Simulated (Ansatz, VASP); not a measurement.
# Two plane-wave programs on GaSb

```
CELL_PARAMETERS angstrom
0.00000 2.90605 2.90605
2.90605 0.00000 2.90605
2.90605 2.90605 0.00000
ATOMIC_POSITIONS crystal
Ga 0.00000 0.00000 0.00000
Sb 0.75000 0.75000 0.75000
```

Change from the starting cell: strain -0.050 along x and y, -0.050 along z, atoms carried along.

Alike in both runs: task single point; functional r2SCAN; k mesh 10 × 10 × 10; occupations gaussian, width 0.05 eV; no spin polarisation.

|  | VASP | Ansatz |
| --- | --- | --- |
| version | VASP 6.6.1 | Ansatz 0.2.0 |
| potentials or method | VASP PAW PBE potentials, release 64 (Ga_d, Sb), cutoff 520 eV | scalar-relativistic, plane waves, PAW |
| valence electrons in the cell | 18 | 28 |

|  | VASP | Ansatz | Ansatz less VASP |
| --- | --- | --- | --- |
| gap on the k mesh at the Fermi level (eV) | 0.82 | 0.84 | +0.019 |
| least direct gap on the mesh (eV) | 1.68 | 1.69 | +0.014 |
| pressure (GPa) | 12.6 | 12.5 | -0.13 |

VASP's potentials were made for PBE, not for r2SCAN. The functional is the same, so the differences come from potentials, cutoffs and numerics. VASP's potentials hold 18 valence electrons a cell and Ansatz's 28, so a difference there can come from the potentials and not from the codes.

Spin-orbit coupling is off throughout.
